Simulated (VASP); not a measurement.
# Cu (I4/mmm) in VASP: further runs

The runs below take Cu through single point, with LDA.

All numbers are computed with VASP 6.6.1; they aren't measurements. Logs are shortened: lines on timing, memory, paths and dates and some standing lists are left out, and cuts for length are marked.

**1. The cell of the first run**

It takes space group I4/mmm (No. 139, tetragonal). The conventional cell has a = 2.807 Å, b = 2.807 Å, c = 2.718 Å, α = 90.00°, β = 90.00°, γ = 90.00°. Within 3.2 Å of Cu (site symmetry 4/mmm) lie 14 Cu at 2.41 to 2.81 Å.

**2. Single point, LDA (10.71 Å³/atom)**

Input file INCAR:

```
SYSTEM = Cu
PREC = Accurate
ENCUT = 520
EDIFF = 1E-6
ISMEAR = 0
SIGMA = 0.15
LREAL = .FALSE.
LASPH = .TRUE.
NELM = 80
ALGO = Normal
ISIF = 2
LWAVE = .FALSE.
LCHARG = .FALSE.
NBANDS = 12
```

Input file KPOINTS:

```
regular mesh
0
G
  24 24 24
  0 0 0
```

Input file POSCAR:

```
Cu
1.0
   -1.4036323383      1.4036323383      1.3591371932
    1.4036323383     -1.4036323383      1.3591371932
    1.4036323383      1.4036323383     -1.3591371932
Cu
1
Direct
    0.0000000000      0.0000000000      0.0000000000
```

Potentials or basis: VASP PAW LDA potentials, release 64 (Cu).

Started as:

```console
> cat potpaw_LDA.64/Cu/POTCAR > POTCAR
> mpirun -np 1 vasp_std > vasp.out
```

OUTCAR:

```text
SYSTEM = Cu
   PREC = Accurate
   ENCUT = 520
   EDIFF = 1E-6
   ISMEAR = 0
   LREAL = .FALSE.
   LASPH = .TRUE.
   NELM = 80
   ISIF = 2

 ion  position               nearest neighbor table
   1  0.000  0.000  0.000-

  LATTYP: Found a body centered tetragonal cell.
 ALAT       =     2.8072646766
 C/A-ratio  =     0.9683000000

  Lattice vectors:

 A1 = (  -1.4036323383,   1.4036323383,   1.3591371932)
 A2 = (   1.4036323383,  -1.4036323383,   1.3591371932)
 A3 = (   1.4036323383,   1.4036323383,  -1.3591371932)

Analysis of symmetry for initial positions (statically):
=====================================================================
 Subroutine PRICEL returns:
 Original cell was already a primitive cell.

 Routine SETGRP: Setting up the symmetry group for a
 body centered tetragonal supercell.

 Subroutine GETGRP returns: Found 16 space group operations
 (whereof 16 operations were pure point group operations)
 out of a pool of 16 trial point group operations.

The static configuration has the point symmetry D_4h.

Analysis of symmetry for dynamics (positions and initial velocities):
=====================================================================
 Subroutine PRICEL returns:
 Original cell was already a primitive cell.

 Routine SETGRP: Setting up the symmetry group for a
 body centered tetragonal supercell.

 Subroutine GETGRP returns: Found 16 space group operations
 (whereof 16 operations were pure point group operations)
 out of a pool of 16 trial point group operations.

The dynamic configuration has the point symmetry D_4h.

 Subroutine INISYM returns: Found 16 space group operations
 (whereof 16 operations are pure point group operations),
 and found     1 'primitive' translations

----------------------------------------------------------------------------------------

                                     Primitive cell

  volume of cell :      10.7110

  direct lattice vectors                    reciprocal lattice vectors
    -1.403632338  1.403632338  1.359137193     0.000000000  0.356218638  0.367880448
     1.403632338 -1.403632338  1.359137193     0.356218638  0.000000000  0.367880448
     1.403632338  1.403632338 -1.359137193     0.356218638  0.356218638  0.000000000

  length of vectors
     2.405747574  2.405747574  2.405747574     0.512081773  0.512081773  0.503769229

  position of ions in fractional coordinates (direct lattice)
     0.000000000  0.000000000  0.000000000

  ion indices of the primitive-cell ions
   primitive index   ion index
                 1           1

----------------------------------------------------------------------------------------

 KPOINTS: regular mesh

Automatic generation of k-mesh.
 Grid dimensions read from file:
 generate k-points for:   24   24   24

 Generating k-lattice:

  Cartesian coordinates                     Fractional coordinates (reciprocal lattice)
     0.000000000  0.014842443  0.015328352     0.041666667  0.000000000  0.000000000
     0.014842443  0.000000000  0.015328352     0.000000000  0.041666667  0.000000000
     0.014842443  0.014842443  0.000000000     0.000000000  0.000000000  0.041666667

  Length of vectors
     0.021336741  0.021336741  0.020990385

  Shift w.r.t. Gamma in fractional coordinates (k-lattice)
     0.000000000  0.000000000  0.000000000

 Subroutine IBZKPT returns following result:
 ===========================================

 Found   1063 irreducible k-points:

 Following reciprocal coordinates:
            Coordinates               Weight
  0.000000  0.000000  0.000000      1.000000
  0.041667 -0.000000  0.000000      8.000000
  0.083333  0.000000  0.000000      8.000000
  0.125000 -0.000000  0.000000      8.000000
  0.166667 -0.000000  0.000000      8.000000
  0.208333  0.000000 -0.000000      8.000000
[... 16 lines left out ...]
  0.416667  0.041667  0.000000     16.000000
  0.458333  0.041667  0.000000     16.000000
 [... further k-points ...]
   k-points           NKPTS =   1063   k-points in BZ     NKDIM =   1063   number of bands    NBANDS=     12
   number of dos      NEDOS =    301   number of ions     NIONS =      1
   total plane-waves  NPLWV =   5832
   dimension x,y,z NGX =    18 NGY =   18 NGZ =   18
   dimension x,y,z NGXF=    36 NGYF=   36 NGZF=   36
   ions per type =               1
   NGX,Y,Z   is equivalent  to a cutoff of  12.44, 12.44, 12.44 a.u.
   NGXF,Y,Z  is equivalent  to a cutoff of  24.88, 24.88, 24.88 a.u.
 SYSTEM =  Cu
   PREC   = accura    normal or accurate (medium, high low for compatibility)
   ISTART =      0    job   : 0-new  1-cont  2-samecut
   ICHARG =      2    charge: 1-file 2-atom 10-const
   ISPIN  =      1    spin polarized calculation?
   LNONCOLLINEAR =      F non collinear calculations
   LSORBIT =      F    spin-orbit coupling
   LASPH  =      T    aspherical Exc in radial PAW
   ENCUT  =  520.0 eV  38.22 Ry    6.18 a.u.   4.47  4.47  4.47*2*pi/ulx,y,z
   NELM   =     80;   NELMIN=  2; NELMDL= -5     # of ELM steps
   EDIFF  = 0.1E-05   stopping-criterion for ELM
   LREAL  =      F    real-space projection
   EDIFFG = 0.1E-04   stopping-criterion for IOM
   NSW    =      0    number of steps for IOM
   IBRION =     -1    ionic relax: 0-MD 1-quasi-New 2-CG
   NFREE  =      0    steps in history (QN), initial steepest desc. (CG)
   ISIF   =      2    stress and relaxation
   ISYM   =      2    0-nonsym 1-usesym 2-fastsym
   POTIM  = 0.5000    time-step for ionic-motion
   TEBEG  =    0.0;   TEEND  =   0.0 temperature during run
   PSTRESS=    0.0 pullay stress
   NELECT =      11.0000    total number of electrons
   NUPDOWN=      -1.0000    fix difference up-down
   EMIN   =  10.00;   EMAX   =-10.00  energy-range for DOS
   EFERMI =   0.00;   METHOD = LEGACY
   ISMEAR =     0;   SIGMA  =   0.15  broadening in eV -4-tet -1-fermi 0-gaus
   EFERMI_NEDOS =   21; number of points for ismear=-14 and -15
   IALGO  =     38    algorithm
   IMIX   =      4    mixing-type and parameters
     AMIX     =   0.40;   BMIX     =  1.00
     AMIX_MAG =   1.60;   BMIX_MAG =  1.00
  volume/ion in A,a.u.               =      10.71        72.28
  Fermi-wavevector in a.u.,A,eV,Ry     =   1.651692  3.121245 37.117868  2.728086
  Thomas-Fermi vector in A             =   2.740428
   LORBIT       =      0    0 simple, 1 ext, 2 COOP (PROOUT), +10 PAW based schemes
   GGA     = CA    functional components
   LHFCALC =     F    Hartree Fock is set to
   AEXX    =    0.0000 exact exchange contribution
   IVDW    =     0    specifies the selected vdW correction
   LEPSILON=     F    determine dielectric tensor
   LRPA    =     F    only Hartree local field effects (RPA)
 non-spin polarized calculation
 Gauss-broadening in eV      SIGMA  =   0.15
  energy-cutoff  :      520.00
  volume of cell :       10.71
 maximum number of plane-waves:       313
 NGX is ok and might be reduce to    18
   NGX =  9   NGY =  9   NGZ =  9

 number of electron      11.0000015 magnetization

 Free energy of the ion-electron system (eV)
  ---------------------------------------------------
  ext. energy  EPLUGINS =         0.00000000
  ---------------------------------------------------
  free energy    TOTEN  =        -4.66513170 eV

  energy without entropy =       -4.66102597  energy(sigma->0) =       -4.66307883

 E-fermi :   8.6436     XC(G=0): -13.6855

 val. band max:        8.6284584626   @ k =   0.5000   0.2917   0.0833
 cond. band min:       8.6550172344   @ k =   0.5000   0.1250   0.0417
 fundamental gap:      0.0265587717
 Fermi energy:         8.6435813597

 k-point     1 :       0.0000    0.0000    0.0000
  band No.  band energies     occupation
      1      -1.4824      2.00000
      2       5.0519      2.00000
      3       5.1997      2.00000
      4       5.1997      2.00000
      5       6.2537      2.00000
      6       6.4103      2.00000
      7      34.3984      0.00000
      8      34.3984      0.00000
      9      35.2309      0.00000
     10      38.8668      0.00000
     11      38.9971      0.00000
     12      38.9971      0.00000

 k-point     2 :       0.0417   -0.0000    0.0000
  band No.  band energies     occupation
      1      -1.4096      2.00000
      2       5.0572      2.00000
      3       5.1984      2.00000
      4       5.2092      2.00000
      5       6.2526      2.00000
      6       6.3987      2.00000
      7      33.9354      0.00000
      8      34.2334      0.00000
      9      34.7717      0.00000
     10      37.7873      0.00000
     11      37.9181      0.00000
     12      38.2585      0.00000

 k-point     3 :       0.0833    0.0000    0.0000
  band No.  band energies     occupation
      1      -1.1927      2.00000
      2       5.0423      2.00000
      3       5.1923      2.00000
      4       5.2682      2.00000
      5       6.2470      2.00000
      6       6.3711      2.00000
      7      32.3633      0.00000
      8      33.8208      0.00000
      9      33.9038      0.00000
     10      36.2794      0.00000
     11      37.0088      0.00000
     12      37.7066      0.00000

 k-point     4 :       0.1250   -0.0000    0.0000
  band No.  band energies     occupation
      1      -0.8367      2.00000
      2       4.9844      2.00000
      3       5.1763      2.00000
      4       5.3991      2.00000
      5       6.2310      2.00000
      6       6.3471      2.00000
      7      30.2065      0.00000
      8      32.8560      0.00000
      9      33.2918      0.00000
     10      34.8259      0.00000
     11      36.2759      0.00000
     12      37.7981      0.00000

 k-point     5 :       0.1667   -0.0000    0.0000
  band No.  band energies     occupation
      1      -0.3514      2.00000
      2       4.8974      2.00000
      3       5.1469      2.00000
      4       5.5870      2.00000
      5       6.2070      2.00000
      6       6.3420      2.00000
      7      27.8956      0.00000
      8      31.7398      0.00000
      9      32.6800      0.00000
     10      33.5246      0.00000
     11      35.6970      0.00000
     12      38.2694      0.00000
[... 228 lines left out ...]
      1       2.5155      2.00000
      2       4.4268      2.00000
      3       5.5642      2.00000
      4       6.2624      2.00000
      5       6.4960      2.00000
      6       6.8233      2.00000
      7      18.0569      0.00000
      8      27.1699      0.00000
      9      28.0556      0.00000
     10      31.8620      0.00000
     11      34.9154      0.00000
     12      41.5172      0.00000

 k-point    22 :       0.3750    0.0417    0.0000
  band No.  band energies     occupation
      1       2.8205      2.00000
      2       4.3505      2.00000
      3       6.0330      2.00000
      4       6.3538      2.00000
      5       6.5758      2.00000
      6       7.1418      2.00000
      7      16.2420      0.00000
      8      26.6506      0.00000
      9      27.4487      0.00000
     10      31.6662      0.00000
     11      34.8486      0.00000
     12      42.3795      0.00000

 k-point    23 :       0.4167    0.0417    0.0000
  band No.  band energies     occupation
      1       2.9573      2.00000
      2       4.2972      2.00000
      3       6.2306      2.00000
      4       6.4497      2.00000
      5       6.8277      2.00000
      6       7.6179      2.00000
      7      14.7281      0.00000
      8      26.2819      0.00000
      9      27.0411      0.00000
     10      31.5412      0.00000
     11      34.8221      0.00000
     12      43.0909      0.00000

 k-point    24 :       0.4583    0.0417    0.0000
  band No.  band energies     occupation
      1       3.0043      2.00000
      2       4.2701      2.00000
      3       6.2835      2.00000
      4       6.4602      2.00000
      5       6.9918      2.00000
      6       8.1197      2.00000
      7      13.7794      0.00000
      8      26.0787      0.00000
      9      26.8424      0.00000
     10      31.4843      0.00000
     11      34.8215      0.00000
     12      43.6059      0.00000

 [... further k-points ...]

------------------------ aborting loop because EDIFF is reached ----------------------------------------

  FORCE on cell =-STRESS in cart. coord.  units (eV):
  Direction    XX          YY          ZZ          XY          YZ          ZX
  --------------------------------------------------------------------------------------
  -------------------------------------------------------------------------------------
  Total        0.3209093      0.3209093      0.3164841      0.0000000      0.0000000      0.0000000
  in kB       48.0023913     48.0023913     47.3404532      0.0000000      0.0000000      0.0000000
  external PRESSURE =      47.7817452 kB  Pullay stress =       0.0000000 kB

 VOLUME and BASIS-vectors are now :
 -----------------------------------------------------------------------------
  energy-cutoff  :      520.00
  volume of cell :       10.71
      direct lattice vectors                 reciprocal lattice vectors
    -1.403632338  1.403632338  1.359137193     0.000000000  0.356218638  0.367880448
     1.403632338 -1.403632338  1.359137193     0.356218638  0.000000000  0.367880448
     1.403632338  1.403632338 -1.359137193     0.356218638  0.356218638  0.000000000

 POSITION                                       TOTAL-FORCE (eV/Angst)
 -----------------------------------------------------------------------------------
      0.00000      0.00000      0.00000         0.000000      0.000000      0.000000
 -----------------------------------------------------------------------------------
    total drift:                                0.000000      0.000000      0.000000

  FREE ENERGIE OF THE ION-ELECTRON SYSTEM (eV)
  ---------------------------------------------------
  free  energy   TOTEN  =        -4.6651316961 eV

  energy  without entropy=       -4.6610259655  energy(sigma->0) =       -4.66307883
```

It took 96 s on 1 thread of Intel Xeon 8259CL, shared host; peak memory 0.24 GiB.

What came out:

| Item | Value |
| --- | --- |
| Free energy | -4.6651 eV |
| Pressure | 4.8 GPa |
| Band gap on the k mesh | zero (an odd number of electrons rules out a gap without spin polarisation) |

Levels at points of the mesh, in eV from the Fermi level:
| k point | band 2 | band 3 | band 4 | band 5 | band 6 | band 7 | band 8 | band 9 | band 10 | band 11 |
| --- | --- | --- | --- | --- | --- | --- | --- | --- | --- | --- |
| (0.00, 0.00, 0.00) | -3.59 | -3.44 | -3.44 | -2.39 | -2.23 | 25.75 | 25.75 | 26.59 | 30.22 | 30.35 |
| (0.50, 0.00, 0.00) | -4.38 | -2.33 | -2.13 | -1.45 | -0.75 | 4.99 | 18.03 | 18.32 | 22.35 | 25.75 |
| (0.50, 0.50, 0.00) | -4.20 | -2.46 | -2.22 | -1.47 | -1.01 | 4.62 | 18.89 | 19.33 | 23.16 | 26.50 |
| (0.50, 0.50, 0.50) | -5.25 | -1.67 | -1.67 | -1.63 | 8.15 | 8.15 | 9.45 | 14.12 | 14.67 | 17.73 |

Caveat: the cell stands under pressure.

**3. Single point, LDA (10.93 Å³/atom)**

This run uses another cell than the first one, of 10.93 Å³/atom.

Input file INCAR:

```
SYSTEM = Cu
PREC = Accurate
ENCUT = 520
EDIFF = 1E-6
ISMEAR = 0
SIGMA = 0.15
LREAL = .FALSE.
LASPH = .TRUE.
NELM = 100
ALGO = Normal
ISIF = 2
LWAVE = .FALSE.
LCHARG = .TRUE.
LELF = .TRUE.
LVHAR = .TRUE.
NBANDS = 12
```

Input file KPOINTS:

```
Automatic mesh
0
G
  24 24 24
  0 0 0
```

Input file POSCAR:

```
Cu
1.0
   -1.3990032267      1.3990032267      1.3960653199
    1.3990032267     -1.3990032267      1.3960653199
    1.3990032267      1.3990032267     -1.3960653199
Cu
1
Direct
    0.0000000000      0.0000000000      0.0000000000
```

Potentials or basis: VASP PAW LDA potentials, release 64 (Cu).

Started as:

```console
> cat potpaw_LDA.64/Cu/POTCAR > POTCAR
> mpirun -np 1 vasp_std > vasp.out
```

Run time: 97 s. Hardware: 1 thread of Intel Xeon 8259CL, shared host; peak memory 0.24 GiB.

Results (log left out):

```
Free energy            : -4.6689 eV
Pressure               : 0.8 GPa
Band gap on the k mesh : zero (an odd number of electrons rules out a gap without spin polarisation)
```

Levels at points of the mesh, in eV from the Fermi level:
| k point | band 2 | band 3 | band 4 | band 5 | band 6 | band 7 | band 8 | band 9 | band 10 | band 11 |
| --- | --- | --- | --- | --- | --- | --- | --- | --- | --- | --- |
| (0.00, 0.00, 0.00) | -3.43 | -3.42 | -3.42 | -2.27 | -2.26 | 25.86 | 25.86 | 25.91 | 30.06 | 30.07 |
| (0.50, 0.00, 0.00) | -4.23 | -2.31 | -2.14 | -1.44 | -0.77 | 4.76 | 18.13 | 18.36 | 22.34 | 25.62 |
| (0.50, 0.50, 0.00) | -4.21 | -2.32 | -2.14 | -1.44 | -0.79 | 4.73 | 18.18 | 18.42 | 22.39 | 25.67 |
| (0.50, 0.50, 0.50) | -5.13 | -1.64 | -1.64 | -1.63 | 8.45 | 8.45 | 8.54 | 14.28 | 14.32 | 17.20 |

[end of part 1 of 2]
